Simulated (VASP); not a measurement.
# Se (P6/mmm) in VASP: a series of runs

Runs on Se. Level: PBE. Tasks: single point, relaxation of cell and atoms.

Everything below comes from runs of VASP 6.6.1. Logs are shortened: lines on timing, memory, paths and dates and some standing lists are left out, and cuts for length are marked.

**1. The cell of the first run**

Symmetry: P6/mmm, No. 191, hexagonal system. The conventional cell has a = 4.880 Å, b = 4.880 Å, c = 3.462 Å, α = 90.00°, β = 90.00°, γ = 120.00°. Se (site symmetry 6/mmm) has 14 Se at 3.31 to 3.46 Å within 4.3 Å. Within 3.7 Å of Se (site symmetry -6m2) lie 11 Se at 2.82 to 3.46 Å.

**2. Single point, PBE (volume scaled by 1.12)**

Contents of INCAR:

```
SYSTEM = Se
PREC = Accurate
ENCUT = 520
EDIFF = 1E-7
ISMEAR = -1
SIGMA = 0.1
LREAL = .FALSE.
LASPH = .TRUE.
NELM = 80
ALGO = Normal
ISIF = 2
LWAVE = .FALSE.
LCHARG = .TRUE.
GGA = PE
LELF = .TRUE.
LVHAR = .TRUE.
NBANDS = 16
```

Contents of KPOINTS:

```
regular mesh
0
G
  9 9 11
  0 0 0
```

Contents of POSCAR:

```
Se
1.0
    4.8799350461      0.0000000000      0.0000000000
   -2.4399675231      4.2261477188      0.0000000000
    0.0000000000      0.0000000000      3.4621677427
Se
3
Direct
    0.0000000000      0.0000000000      0.0000000000
    0.3333333333      0.6666666667      0.5000000000
    0.6666666667      0.3333333333      0.5000000000
```

Potentials or basis: VASP PAW PBE potentials, release 64 (Se).

Run with:

```
cat potpaw_PBE.64/Se/POTCAR > POTCAR
mpirun -np 1 vasp_std > vasp.out
```

OUTCAR:

```text
SYSTEM = Se
   PREC = Accurate
   ENCUT = 520
   EDIFF = 1E-7
   ISMEAR = -1
   LREAL = .FALSE.
   LASPH = .TRUE.
   NELM = 80
   ISIF = 2
   GGA = PE

 ion  position               nearest neighbor table
   1  0.000  0.000  0.000-
   2  0.333  0.667  0.500-
   3  0.667  0.333  0.500-

  LATTYP: Found a hexagonal cell.
 ALAT       =     4.8799350461
 C/A-ratio  =     0.7094700462

  Lattice vectors:

 A1 = (   4.8799350461,   0.0000000000,   0.0000000000)
 A2 = (  -2.4399675231,   4.2261477188,   0.0000000000)
 A3 = (   0.0000000000,   0.0000000000,   3.4621677427)

Analysis of symmetry for initial positions (statically):
=====================================================================
 Subroutine PRICEL returns:
 Original cell was already a primitive cell.

 Routine SETGRP: Setting up the symmetry group for a
 hexagonal supercell.

 Subroutine GETGRP returns: Found 24 space group operations
 (whereof 24 operations were pure point group operations)
 out of a pool of 24 trial point group operations.

The static configuration has the point symmetry D_6h.

Analysis of symmetry for dynamics (positions and initial velocities):
=====================================================================
 Subroutine PRICEL returns:
 Original cell was already a primitive cell.

 Routine SETGRP: Setting up the symmetry group for a
 hexagonal supercell.

 Subroutine GETGRP returns: Found 24 space group operations
 (whereof 24 operations were pure point group operations)
 out of a pool of 24 trial point group operations.

The dynamic configuration has the point symmetry D_6h.

 Subroutine INISYM returns: Found 24 space group operations
 (whereof 24 operations are pure point group operations),
 and found     1 'primitive' translations

----------------------------------------------------------------------------------------

                                     Primitive cell

  volume of cell :      71.4014

  direct lattice vectors                    reciprocal lattice vectors
     4.879935046  0.000000000  0.000000000     0.204920760  0.118311056  0.000000000
    -2.439967523  4.226147719  0.000000000     0.000000000  0.236622112  0.000000000
     0.000000000  0.000000000  3.462167743     0.000000000  0.000000000  0.288836381

  length of vectors
     4.879935046  4.879935046  3.462167743     0.236622112  0.236622112  0.288836381

  position of ions in fractional coordinates (direct lattice)
     0.000000000  0.000000000  0.000000000
     0.333333333  0.666666667  0.500000000
[... 79 lines left out ...]
   EDIFF  = 0.1E-06   stopping-criterion for ELM
   LREAL  =      F    real-space projection
   EDIFFG = 0.1E-05   stopping-criterion for IOM
   NSW    =      0    number of steps for IOM
   IBRION =     -1    ionic relax: 0-MD 1-quasi-New 2-CG
   NFREE  =      0    steps in history (QN), initial steepest desc. (CG)
   ISIF   =      2    stress and relaxation
   ISYM   =      2    0-nonsym 1-usesym 2-fastsym
   POTIM  = 0.5000    time-step for ionic-motion
   TEBEG  =    0.0;   TEEND  =   0.0 temperature during run
   PSTRESS=    0.0 pullay stress
   NELECT =      18.0000    total number of electrons
   NUPDOWN=      -1.0000    fix difference up-down
   EMIN   =  10.00;   EMAX   =-10.00  energy-range for DOS
   EFERMI =   0.00;   METHOD = LEGACY
   ISMEAR =    -1;   SIGMA  =   0.10  broadening in eV -4-tet -1-fermi 0-gaus
   EFERMI_NEDOS =   21; number of points for ismear=-14 and -15
   IALGO  =     38    algorithm
   IMIX   =      4    mixing-type and parameters
     AMIX     =   0.40;   BMIX     =  1.00
     AMIX_MAG =   1.60;   BMIX_MAG =  1.00
  volume/ion in A,a.u.               =      23.80       160.61
  Fermi-wavevector in a.u.,A,eV,Ry     =   1.034181  1.954319 14.551855  1.069531
  Thomas-Fermi vector in A             =   2.168464
   LORBIT       =      0    0 simple, 1 ext, 2 COOP (PROOUT), +10 PAW based schemes
   GGA     = PE    functional components
   LHFCALC =     F    Hartree Fock is set to
   AEXX    =    0.0000 exact exchange contribution
   IVDW    =     0    specifies the selected vdW correction
   LEPSILON=     F    determine dielectric tensor
   LRPA    =     F    only Hartree local field effects (RPA)
 non-spin polarized calculation
  energy-cutoff  :      520.00
  volume of cell :       71.40
 maximum number of plane-waves:      1948
   NGX = 19   NGY = 19   NGZ = 13

 number of electron      17.9999997 magnetization

 Free energy of the ion-electron system (eV)
  ---------------------------------------------------
  ext. energy  EPLUGINS =         0.00000000
  ---------------------------------------------------
  free energy    TOTEN  =        -8.56625921 eV

  energy without entropy =       -8.47960855  energy(sigma->0) =       -8.52293388

 E-fermi :   3.6992     XC(G=0):  -9.8382

 val. band max:        3.6841793026   @ k =   0.4444   0.1111   0.1818
 cond. band min:       3.7183950793   @ k =   0.2222   0.0000   0.1818
 fundamental gap:      0.0342157767
 Fermi energy:         3.6991681039

 k-point     1 :       0.0000    0.0000    0.0000
  band No.  band energies     occupation
      1     -11.3847      2.00000
      2      -7.8830      2.00000
      3      -7.5164      2.00000
      4      -0.5831      2.00000
      5      -0.5831      2.00000
      6       0.4358      2.00000
[... 433 lines left out ...]
      3      -8.9443      2.00000
      4      -0.7306      2.00000
      5       0.6573      2.00000
      6       0.6573      2.00000
[... 8 lines left out ...]
     15      11.9326      0.00000
     16      13.4945      0.00000

 [... further k-points ...]

------------------------ aborting loop because EDIFF is reached ----------------------------------------

  FORCE on cell =-STRESS in cart. coord.  units (eV):
  Direction    XX          YY          ZZ          XY          YZ          ZX
  --------------------------------------------------------------------------------------
  -------------------------------------------------------------------------------------
  Total       -3.0685697     -3.0685697     -1.6439238      0.0000000      0.0000000     -0.0000000
  in kB      -68.8556765    -68.8556765    -36.8880280      0.0000000      0.0000000     -0.0000000
  external PRESSURE =     -58.1997937 kB  Pullay stress =       0.0000000 kB

 VOLUME and BASIS-vectors are now :
 -----------------------------------------------------------------------------
  energy-cutoff  :      520.00
  volume of cell :       71.40
      direct lattice vectors                 reciprocal lattice vectors
     4.879935046  0.000000000  0.000000000     0.204920760  0.118311056  0.000000000
    -2.439967523  4.226147719  0.000000000     0.000000000  0.236622112  0.000000000
     0.000000000  0.000000000  3.462167743     0.000000000  0.000000000  0.288836381

 POSITION                                       TOTAL-FORCE (eV/Angst)
 -----------------------------------------------------------------------------------
      0.00000      0.00000      0.00000        -0.000000      0.000000      0.000000
     -0.00000      2.81743      1.73108        -0.000000      0.000000     -0.000000
      2.43997      1.40872      1.73108         0.000000      0.000000      0.000000
 -----------------------------------------------------------------------------------
    total drift:                                0.000000      0.000000     -0.000000

  FREE ENERGIE OF THE ION-ELECTRON SYSTEM (eV)
  ---------------------------------------------------
  free  energy   TOTEN  =        -8.5662592069 eV

  energy  without entropy=       -8.4796085474  energy(sigma->0) =       -8.52293388
```

OSZICAR:

```text
N       E                     dE             d eps       ncg     rms          rms(c)
DAV:   1     0.717638191405E+02    0.71764E+02   -0.75081E+03  2304   0.960E+02
DAV:   2    -0.461394793784E+01   -0.76378E+02   -0.72880E+02  3048   0.153E+02
DAV:   3    -0.861020900059E+01   -0.39963E+01   -0.39659E+01  2944   0.373E+01
DAV:   4    -0.863193700961E+01   -0.21728E-01   -0.21718E-01  2976   0.330E+00
DAV:   5    -0.863204622442E+01   -0.10921E-03   -0.10921E-03  3008   0.231E-01    0.445E+00
DAV:   6    -0.858495907451E+01    0.47087E-01   -0.18568E-01  2952   0.232E+00    0.275E+00
DAV:   7    -0.856825254529E+01    0.16707E-01   -0.57626E-02  2768   0.146E+00    0.174E+00
DAV:   8    -0.856635933918E+01    0.18932E-02   -0.24482E-02  3040   0.901E-01    0.187E-01
DAV:   9    -0.856626180063E+01    0.97539E-04   -0.15613E-03  2816   0.218E-01    0.905E-02
DAV:  10    -0.856625764834E+01    0.41523E-05   -0.16756E-04  3104   0.746E-02    0.185E-02
DAV:  11    -0.856625903826E+01   -0.13899E-05   -0.13142E-05  2904   0.216E-02    0.736E-03
DAV:  12    -0.856625921993E+01   -0.18167E-06   -0.16015E-06  3120   0.893E-03    0.124E-03
DAV:  13    -0.856625920690E+01    0.13031E-07   -0.97637E-08  2128   0.200E-03
   1 F= -.85662592E+01 E0= -.85229339E+01  d E =-.866507E-01
```

stdout:

```text
POSCAR found type information on POSCAR Se
 POSCAR found :  1 types and       3 ions
 scaLAPACK will be used
 LDA part: xc-table for (Slater+PW92), standard interpolation
 POSCAR, INCAR and KPOINTS ok, starting setup
 FFT: planning ... GRIDC
 FFT: planning ... GRID_SOFT
 FFT: planning ... GRID
 WAVECAR not read
 entering main loop
```

It took 93 s on 1 thread of AMD EPYC 7R43 (Zen 3), shared host; peak memory 0.18 GiB.

Results:

* Free energy: -8.5663 eV
* Pressure: -5.8 GPa
* Band gap on the k mesh: zero (band 9 reaches 5.09 eV, above the bottom of band 10 at 2.28 eV)

Stress tensor (GPa, compression positive):
```
-6.89  0.00  0.00
 0.00 -6.89  0.00
 0.00  0.00 -3.69
```

Levels at points of the mesh, in eV from the Fermi level:
```
           k point  band 5  band 6  band 7  band 8  band 9  band 10  band 11  band 12  band 13  band 14
(0.00, 0.00, 0.00)   -4.28   -3.26   -3.26   -1.85    1.39     1.52     2.66     2.66     5.03     8.94
```

(Continued in part 2 of 2.)
